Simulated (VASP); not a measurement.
# Nb (Fm-3m) in VASP: settings compared

The runs below take Nb through relaxation of cell and atoms, single point, with revPBE+D3(BJ), revPBE+D4, BLYP+D3(BJ), PBEsol, r2SCAN.

All numbers are computed with VASP 6.6.1; they aren't measurements. Logs are shortened: lines on timing, memory, paths and dates and some standing lists are left out, and cuts for length are marked.

### 1 The cell of the first run

Symmetry: Fm-3m, No. 225, cubic system. Conventional cell: a = 4.230 Å, b = 4.230 Å, c = 4.230 Å, α = 90.00°, β = 90.00°, γ = 90.00°. Nb (site symmetry m-3m) has 12 Nb at 2.99 Å within 3.9 Å.

### 2 Relaxation of cell and atoms, revPBE+D3(BJ)

The input, INCAR:

```
PREC = Accurate
ENCUT = 600
EDIFF = 1E-6
ISMEAR = -1
SIGMA = 0.05
LREAL = False
LASPH = True
NELM = 100
ALGO = Fast
ISIF = 3
LWAVE = False
LCHARG = False
GGA = RE
IVDW = 12
IBRION = 2
NSW = 60
EDIFFG = -0.01
```

The input, KPOINTS:

```
Automatic mesh
0
Gamma
  11 11 11
```

The input, POSCAR:

```
Nb
1.0
    0.0000000000      2.1150000000      2.1150000000
    2.1150000000      0.0000000000      2.1150000000
    2.1150000000      2.1150000000      0.0000000000
Nb
1
Direct
    0.0000000000      0.0000000000      0.0000000000
```

Potentials or basis: VASP PAW PBE potentials, release 64 (Nb_sv).

On the command line:

```console
> cat potpaw_PBE.64/Nb_sv/POTCAR > POTCAR
> mpirun -np 1 vasp_std > vasp.out
```

OUTCAR:

```text
PREC = Accurate
   ENCUT = 600
   EDIFF = 1E-6
   ISMEAR = -1
   LREAL = False
   LASPH = True
   NELM = 100
   ISIF = 3
   GGA = RE
   IVDW = 12
   IBRION = 2
   NSW = 60
   EDIFFG = -0.01
 IVDW          = 12

 ion  position               nearest neighbor table
   1  0.000  0.000  0.000-

  LATTYP: Found a face centered cubic cell.
 ALAT       =     4.2300000000

  Lattice vectors:

 A1 = (   0.0000000000,   2.1150000000,   2.1150000000)
 A2 = (   2.1150000000,   0.0000000000,   2.1150000000)
 A3 = (   2.1150000000,   2.1150000000,   0.0000000000)

Analysis of symmetry for initial positions (statically):
=====================================================================
 Subroutine PRICEL returns:
 Original cell was already a primitive cell.

 Routine SETGRP: Setting up the symmetry group for a
 face centered cubic supercell.

 Subroutine GETGRP returns: Found 48 space group operations
 (whereof 48 operations were pure point group operations)
 out of a pool of 48 trial point group operations.

The static configuration has the point symmetry O_h .

Analysis of symmetry for dynamics (positions and initial velocities):
=====================================================================
 Subroutine PRICEL returns:
 Original cell was already a primitive cell.

 Routine SETGRP: Setting up the symmetry group for a
 face centered cubic supercell.

 Subroutine GETGRP returns: Found 48 space group operations
 (whereof 48 operations were pure point group operations)
 out of a pool of 48 trial point group operations.

The dynamic configuration has the point symmetry O_h .

 Subroutine INISYM returns: Found 48 space group operations
 (whereof 48 operations are pure point group operations),
 and found     1 'primitive' translations

----------------------------------------------------------------------------------------

                                     Primitive cell

  volume of cell :      18.9217

  direct lattice vectors                    reciprocal lattice vectors
     0.000000000  2.115000000  2.115000000    -0.236406619  0.236406619  0.236406619
     2.115000000  0.000000000  2.115000000     0.236406619 -0.236406619  0.236406619
     2.115000000  2.115000000  0.000000000     0.236406619  0.236406619 -0.236406619

  length of vectors
     2.991061684  2.991061684  2.991061684     0.409468276  0.409468276  0.409468276

  position of ions in fractional coordinates (direct lattice)
     0.000000000  0.000000000  0.000000000

  ion indices of the primitive-cell ions
   primitive index   ion index
                 1           1

----------------------------------------------------------------------------------------

 KPOINTS: Automatic mesh

Automatic generation of k-mesh.
 Grid dimensions read from file:
 generate k-points for:   11   11   11

 Generating k-lattice:

  Cartesian coordinates                     Fractional coordinates (reciprocal lattice)
    -0.021491511  0.021491511  0.021491511     0.090909091  0.000000000  0.000000000
     0.021491511 -0.021491511  0.021491511     0.000000000  0.090909091  0.000000000
     0.021491511  0.021491511 -0.021491511     0.000000000  0.000000000  0.090909091

  Length of vectors
     0.037224389  0.037224389  0.037224389

  Shift w.r.t. Gamma in fractional coordinates (k-lattice)
     0.000000000  0.000000000  0.000000000

 Subroutine IBZKPT returns following result:
 ===========================================

 Found     56 irreducible k-points:

 Following reciprocal coordinates:
            Coordinates               Weight
  0.000000  0.000000  0.000000      1.000000
  0.090909  0.000000  0.000000      8.000000
  0.181818  0.000000  0.000000      8.000000
  0.272727  0.000000  0.000000      8.000000
  0.363636  0.000000  0.000000      8.000000
  0.454545  0.000000  0.000000      8.000000
[... 16 lines left out ...]
 -0.272727  0.181818  0.000000     24.000000
 -0.181818  0.181818  0.000000     12.000000
 [... further k-points ...]
   k-points           NKPTS =     56   k-points in BZ     NKDIM =     56   number of bands    NBANDS=     10
   number of dos      NEDOS =    301   number of ions     NIONS =      1
   total plane-waves  NPLWV =  13824
   dimension x,y,z NGX =    24 NGY =   24 NGZ =   24
   dimension x,y,z NGXF=    48 NGYF=   48 NGZF=   48
   ions per type =               1
   NGX,Y,Z   is equivalent  to a cutoff of  13.34, 13.34, 13.34 a.u.
   NGXF,Y,Z  is equivalent  to a cutoff of  26.68, 26.68, 26.68 a.u.
 SYSTEM =  unknown system
   PREC   = accura    normal or accurate (medium, high low for compatibility)
   ISTART =      0    job   : 0-new  1-cont  2-samecut
   ICHARG =      2    charge: 1-file 2-atom 10-const
   ISPIN  =      1    spin polarized calculation?
   LNONCOLLINEAR =      F non collinear calculations
   LSORBIT =      F    spin-orbit coupling
   LASPH  =      T    aspherical Exc in radial PAW
   ENCUT  =  600.0 eV  44.10 Ry    6.64 a.u.   5.97  5.97  5.97*2*pi/ulx,y,z
   NELM   =    100;   NELMIN=  2; NELMDL= -5     # of ELM steps
   EDIFF  = 0.1E-05   stopping-criterion for ELM
   LREAL  =      F    real-space projection
   EDIFFG = -.1E-01   stopping-criterion for IOM
   NSW    =     60    number of steps for IOM
   IBRION =      2    ionic relax: 0-MD 1-quasi-New 2-CG
   NFREE  =      1    steps in history (QN), initial steepest desc. (CG)
   ISIF   =      3    stress and relaxation
   ISYM   =      2    0-nonsym 1-usesym 2-fastsym
   POTIM  = 0.5000    time-step for ionic-motion
   TEBEG  =    0.0;   TEEND  =   0.0 temperature during run
   PSTRESS=    0.0 pullay stress
   NELECT =      13.0000    total number of electrons
   NUPDOWN=      -1.0000    fix difference up-down
   EMIN   =  10.00;   EMAX   =-10.00  energy-range for DOS
   EFERMI =   0.00;   METHOD = LEGACY
   ISMEAR =    -1;   SIGMA  =   0.05  broadening in eV -4-tet -1-fermi 0-gaus
   EFERMI_NEDOS =   21; number of points for ismear=-14 and -15
   IALGO  =     68    algorithm
   IMIX   =      4    mixing-type and parameters
     AMIX     =   0.40;   BMIX     =  1.00
     AMIX_MAG =   1.60;   BMIX_MAG =  1.00
  volume/ion in A,a.u.               =      18.92       127.69
  Fermi-wavevector in a.u.,A,eV,Ry     =   1.444560  2.729823 28.392005  2.086754
  Thomas-Fermi vector in A             =   2.562841
   LORBIT       =      0    0 simple, 1 ext, 2 COOP (PROOUT), +10 PAW based schemes
   GGA     = RE    functional components
   LHFCALC =     F    Hartree Fock is set to
   AEXX    =    0.0000 exact exchange contribution
   IVDW    =    12    specifies the selected vdW correction
   LEPSILON=     F    determine dielectric tensor
   LRPA    =     F    only Hartree local field effects (RPA)
 conjugate gradient relaxation of ions
 non-spin polarized calculation
 RMM-DIIS sequential band-by-band and
  energy-cutoff  :      600.00
  volume of cell :       18.92
 maximum number of plane-waves:       642
   NGX = 11   NGY = 11   NGZ = 11

--------------------------------------- Ionic step        1  -------------------------------------------

 number of electron      13.0000001 magnetization

 Free energy of the ion-electron system (eV)
  ---------------------------------------------------
  ext. energy  EPLUGINS =         0.00000000
  ---------------------------------------------------
  free energy    TOTEN  =        -9.50024755 eV

  energy without entropy =       -9.48840224  energy(sigma->0) =       -9.49432489

------------------------ aborting loop because EDIFF is reached ----------------------------------------

 Edisp (eV)   -1.28815

 E8    (eV) :    -0.9439

  FORCE on cell =-STRESS in cart. coord.  units (eV):
  Direction    XX          YY          ZZ          XY          YZ          ZX
  --------------------------------------------------------------------------------------
  -------------------------------------------------------------------------------------
  Total      -1.37245    -1.37245    -1.37245     0.00000     0.00000    -0.00000
  in kB    -116.21049  -116.21049  -116.21049     0.00000     0.00000    -0.00000
  external pressure =     -116.21 kB  Pullay stress =        0.00 kB
[... 176 lines left out ...]
  energy  without entropy=      -10.7859022370  energy(sigma->0) =      -10.79174337

--------------------------------------- Ionic step        6  -------------------------------------------

 number of electron      13.0000000 magnetization

 Free energy of the ion-electron system (eV)
  ---------------------------------------------------
  ext. energy  EPLUGINS =         0.00000000
  ---------------------------------------------------
  free energy    TOTEN  =        -9.44805206 eV

  energy without entropy =       -9.43681763  energy(sigma->0) =       -9.44243485

 E-fermi :  11.9752     XC(G=0): -12.5827

 val. band max:       11.9676321789   @ k =  -0.3636   0.4545   0.1818
 cond. band min:      12.0216209896   @ k =   0.0000   0.0000   0.0000
 fundamental gap:      0.0539888107
 Fermi energy:        11.9752452385

 k-point     1 :       0.0000    0.0000    0.0000
  band No.  band energies     occupation
      1     -42.7741      2.00000
      2     -18.0285      2.00000
      3     -18.0285      2.00000
      4     -18.0285      2.00000
      5       5.5892      2.00000
      6      12.0216      0.56686
      7      12.0216      0.56686
      8      12.0216      0.56685
      9      14.8660      0.00000
     10      14.8660      0.00000
[... 287 lines left out ...]
 k-point    24 :      -0.1818    0.1818    0.0000
  band No.  band energies     occupation
      1     -42.6079      2.00000
      2     -18.8488      2.00000
      3     -18.3699      2.00000
      4     -18.1213      2.00000
      5       8.3292      2.00000
      6      10.6195      2.00000
      7      11.9347      1.38444
      8      13.3887      0.00000
      9      13.4306      0.00000
     10      16.6800      0.00000

 [... further k-points ...]

------------------------ aborting loop because EDIFF is reached ----------------------------------------

 Edisp (eV)   -1.39218

 E8    (eV) :    -1.0208

  FORCE on cell =-STRESS in cart. coord.  units (eV):
  Direction    XX          YY          ZZ          XY          YZ          ZX
  --------------------------------------------------------------------------------------
  -------------------------------------------------------------------------------------
  Total       0.00763     0.00763     0.00763     0.00000    -0.00000    -0.00000
  in kB       0.69583     0.69583     0.69583     0.00000    -0.00000    -0.00000
  external pressure =        0.70 kB  Pullay stress =        0.00 kB
[... 16 lines left out ...]
  FREE ENERGIE OF THE ION-ELECTRON SYSTEM (eV)
  ---------------------------------------------------
  free  energy   TOTEN  =       -10.8402281317 eV

  energy  without entropy=      -10.8289937099  energy(sigma->0) =      -10.83461092

 reached required accuracy - stopping structural energy minimisation
```

It took 87 s on 1 thread of AMD EPYC 9R45 (Zen 5), shared host; peak memory 0.14 GiB.

What came out:

| Quantity | Value |
| --- | --- |
| Free energy | -10.8402 eV |
| Relaxed volume | 17.57 Å³/atom |
| Relaxed cell | a = 2.918 Å, b = 2.918 Å, c = 2.918 Å, α = 60.00°, β = 60.00°, γ = 60.00° |
| Space group after relaxing (to 0.05 Å) | Fm-3m (No. 225) |
| Energy gained by relaxing | 51.8 meV/atom |
| Ionic steps | 6 |
| Pressure after relaxing | 0.1 GPa |
| Dispersion energy per atom | -1.392 eV |

The path:
```csv
step,energy change (eV),largest force (eV/Å),pressure (GPa),volume (Å³)
1,0.0000,0.0000,-11.62,18.92
2,0.1327,0.0000,30.17,15.41
3,-0.0518,0.0000,-0.17,17.63
4,-0.0518,0.0000,-0.32,17.60
5,-0.0092,0.0000,12.80,16.48
6,-0.0518,0.0000,0.07,17.57
```

Final structure:
```yaml
crystal:
  lattice:
    - [0.00000, 2.06354, 2.06354]
    - [2.06354, 0.00000, 2.06354]
    - [2.06354, 2.06354, 0.00000]
  atoms:
    - { symbol: Nb, position: [0.00000, 0.00000, 0.00000] }
```

Caveat: the PAW data sets were made with another functional, which shifts forces and pressure a little; pairwise dispersion overbinds metals, which lowers pressure and volume.

### 3 Relaxation of cell and atoms, revPBE+D4

The input, INCAR:

```
SYSTEM = Nb
  PREC = Accurate
  ENCUT = 600
  EDIFF = 1E-6
  ISMEAR = -1
  SIGMA = 0.05
  LREAL = .False.
  LASPH = .True.
  NELM = 80
  ALGO = Fast
  ISIF = 3
  LWAVE = .False.
  LCHARG = .False.
  GGA = RE
  IVDW = 13
  IBRION = 2
  NSW = 60
  EDIFFG = -0.01
```

The input, KPOINTS:

```
Automatic mesh
0
Gamma
  11 11 11
  0 0 0
```

POSCAR is that of step 2.

Potentials or basis: VASP PAW PBE potentials, release 64 (Nb_sv).

On the command line:

```console
> cat potpaw_PBE.64/Nb_sv/POTCAR > POTCAR
> mpirun -np 1 vasp_std > vasp.out
```

Run time: 42 s. Hardware: 1 thread of AMD EPYC 9R45 (Zen 5), shared host; peak memory 0.12 GiB.

Results (log left out):

```yaml
Free_energy: -9.9795 eV
Relaxed_volume: 18.43 Å³/atom
Relaxed_cell: a = 2.965 Å, b = 2.965 Å, c = 2.965 Å, α = 60.00°, β = 60.00°, γ = 60.00°
Space_group_after_relaxing_to_0.05_Å: Fm-3m (No. 225)
Energy_gained_by_relaxing: 6.6 meV/atom
Ionic_steps: 3
Pressure_after_relaxing: 0.0 GPa
Dispersion_energy_per_atom: -0.485 eV
```

Step by step:
| step | energy change (eV) | largest force (eV/Å) | pressure (GPa) | volume (Å³) |
| --- | --- | --- | --- | --- |
| 1 | 0.0000 | 0.0000 | -4.17 | 18.92 |
| 2 | 0.0141 | 0.0000 | 8.44 | 17.61 |
| 3 | -0.0066 | 0.0000 | 0.01 | 18.43 |

Final structure:
```cif
data_structure
_symmetry_space_group_name_H-M 'P 1'
_symmetry_Int_Tables_number 1
_cell_length_a 2.9651
_cell_length_b 2.9651
_cell_length_c 2.9651
_cell_angle_alpha 60.000
_cell_angle_beta 60.000
_cell_angle_gamma 60.000
_cell_volume 18.43
loop_
_atom_site_label
_atom_site_type_symbol
_atom_site_fract_x
_atom_site_fract_y
_atom_site_fract_z
_atom_site_occupancy
Nb1 Nb 0.00000 0.00000 0.00000 1
```

Levels at points of the mesh, in eV from the Fermi level:
| k point | band 3 | band 4 | band 5 | band 6 | band 7 | band 8 | band 9 | band 10 |
| --- | --- | --- | --- | --- | --- | --- | --- | --- |
| (0.00, 0.00, 0.00) | -30.16 | -30.16 | -6.29 | 0.08 | 0.08 | 0.08 | 2.74 | 2.74 |

Caveat: the PAW data sets were made with another functional, which shifts forces and pressure a little; pairwise dispersion overbinds metals, which lowers pressure and volume.

### 4 Relaxation of cell and atoms, BLYP+D3(BJ)

The input, INCAR:

```
SYSTEM = Nb
PREC = Accurate
ENCUT = 600
EDIFF = 1E-7
ISMEAR = -1
SIGMA = 0.05
LREAL = .False.
LASPH = .True.
NELM = 60
ALGO = Fast
ISIF = 3
LWAVE = .False.
LCHARG = .False.
GGA = B5
ALDAX = 1.0
AGGAX = 1.0
AGGAC = 1.0
ALDAC = 0.0
IVDW = 12
IBRION = 2
NSW = 60
EDIFFG = -0.01
VDW_S6 = 1.0
VDW_S8 = 2.6996
VDW_A1 = 0.4298
VDW_A2 = 4.2359
```

KPOINTS is that of step 3.

POSCAR is that of step 3.

On the command line:

```console
> cat potpaw_PBE.64/Nb_sv/POTCAR > POTCAR
> mpirun -np 1 vasp_std > vasp.out
```

It took 2.6 min on 1 thread of AMD EPYC 9R45 (Zen 5), shared host; peak memory 0.13 GiB.

Results (log left out):

```yaml
Free_energy: -10.2658 eV
Relaxed_volume: 17.67 Å³/atom
Relaxed_cell: a = 2.924 Å, b = 2.924 Å, c = 2.924 Å, α = 60.00°, β = 60.00°, γ = 60.00°
Space_group_after_relaxing_to_0.05_Å: Fm-3m (No. 225)
Energy_gained_by_relaxing: 44.8 meV/atom
Ionic_steps: 6
Pressure_after_relaxing: -0.1 GPa
Dispersion_energy_per_atom: -1.796 eV
```

The path:
```
step  energy change (eV)  largest force (eV/Å)  pressure (GPa)  volume (Å³)
   1              0.0000                0.0000          -10.80        18.92
   2              0.1105                0.0000           27.18        15.64
   3             -0.0448                0.0000           -0.39        17.70
   4             -0.0448                0.0000           -0.12        17.67
   5             -0.0448                0.0000            0.11        17.65
   6             -0.0448                0.0000           -0.08        17.67
```

Final structure:
```cif
data_structure
_symmetry_space_group_name_H-M 'P 1'
_symmetry_Int_Tables_number 1
_cell_length_a 2.9237
_cell_length_b 2.9237
_cell_length_c 2.9237
_cell_angle_alpha 60.000
_cell_angle_beta 60.000
_cell_angle_gamma 60.000
_cell_volume 17.67
loop_
_atom_site_label
_atom_site_type_symbol
_atom_site_fract_x
_atom_site_fract_y
_atom_site_fract_z
_atom_site_occupancy
Nb1 Nb 0.00000 0.00000 0.00000 1
```

Levels at points of the mesh, in eV from the Fermi level:
| k point | band 4 | band 5 | band 6 | band 7 | band 8 | band 9 |
| --- | --- | --- | --- | --- | --- | --- |
| (0.00, 0.00, 0.00) | -30.01 | -6.17 | -0.01 | -0.01 | -0.01 | 2.77 |

Caveat: the PAW data sets were made with another functional, which shifts forces and pressure a little; pairwise dispersion overbinds metals, which lowers pressure and volume.

(Part 1 of 2 ends here.)
